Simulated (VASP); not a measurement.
Write the native input for VASP 6.6.1 that does the following.

```
Task                   : single point
Functional             : PBE
Potentials or basis    : VASP PAW PBE potentials, release 64 (Li_sv, H)
Cutoff                 : 750 eV
k mesh                 : 10 × 10 × 10
Occupations            : gaussian, width 0.01 eV
Spin                   : no spin polarisation
Dipole correction      : no
Further INCAR settings : ALGO = Normal; EDIFF = 1e-06; NBANDS = 9
```

The structure of LiH lies in POSCAR:

```
LiH
1.0
    0.0000000000      2.0033987139      2.0033987139
    2.0033987139      0.0000000000      2.0033987139
    2.0033987139      2.0033987139      0.0000000000
Li H
1 1
Direct
    0.0000000000      0.0000000000      0.0000000000
    0.5000000000      0.5000000000      0.5000000000
```

The input as run:

INCAR

```
PREC = Accurate
ENCUT = 750
EDIFF = 1E-6
ISMEAR = 0
SIGMA = 0.01
LREAL = False
LASPH = True
NELM = 120
ALGO = Normal
ISIF = 2
LWAVE = False
LCHARG = False
GGA = PE
NBANDS = 9
GGA_COMPAT = False
```

KPOINTS

```
Automatic mesh
0
Gamma
  10 10 10
```

Potentials or basis: VASP PAW PBE potentials, release 64 (Li_sv, H).

Launch:

```sh
$ cat potpaw_PBE.64/Li_sv/POTCAR potpaw_PBE.64/H/POTCAR > POTCAR
$ mpirun -np 1 vasp_std > vasp.out
```

Results of the run:

```yaml
Pressure: -0.2 GPa
Band_gap_on_the_k_mesh: 2.98 eV, direct
```

Run time: 20 s on 1 thread of Intel Xeon 8259CL (shared host), peak memory 0.15 GiB.
